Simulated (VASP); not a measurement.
A run of VASP 6.6.1 is set up as follows.

The input INCAR:

```
SYSTEM = MgSc
PREC = Accurate
ENCUT = 600
EDIFF = 1E-7
ISMEAR = -1
SIGMA = 0.1
LREAL = .FALSE.
LASPH = .TRUE.
NELM = 80
ALGO = Normal
ISIF = 3
LWAVE = .FALSE.
LCHARG = .FALSE.
GGA = PS
IBRION = 2
NSW = 80
EDIFFG = -0.01
```

Contents of KPOINTS:

```
regular mesh
0
G
  7 7 7
  0 0 0
```

Contents of POSCAR:

```
MgSc
1.0
    3.6000000000      0.0000000000      0.0000000000
    0.0000000000      3.6000000000      0.0000000000
    0.0000000000      0.0000000000      3.6000000000
Mg Sc
1 1
Direct
    0.0000000000      0.0000000000      0.0000000000
    0.5000000000      0.5000000000      0.5000000000
```

Potentials or basis: VASP PAW PBE potentials, release 64 (Mg, Sc_sv).

The run is started by

```sh
$ cat potpaw_PBE.64/Mg/POTCAR potpaw_PBE.64/Sc_sv/POTCAR > POTCAR
$ mpirun -np 1 vasp_std > vasp.out
```

(1) What does it give for the space group after relaxing (to 0.05 Å)?

(2) What does it give for the relaxed cell?

(3) What does it give for the relaxed volume?

Answers

(1) Pm-3m (No. 221).

(2) a = 3.563 Å, b = 3.563 Å, c = 3.563 Å, α = 90.00°, β = 90.00°, γ = 90.00°.

(3) 22.63 Å³/atom.

Caveat: the PAW data sets were made with another functional, which shifts forces and pressure a little.
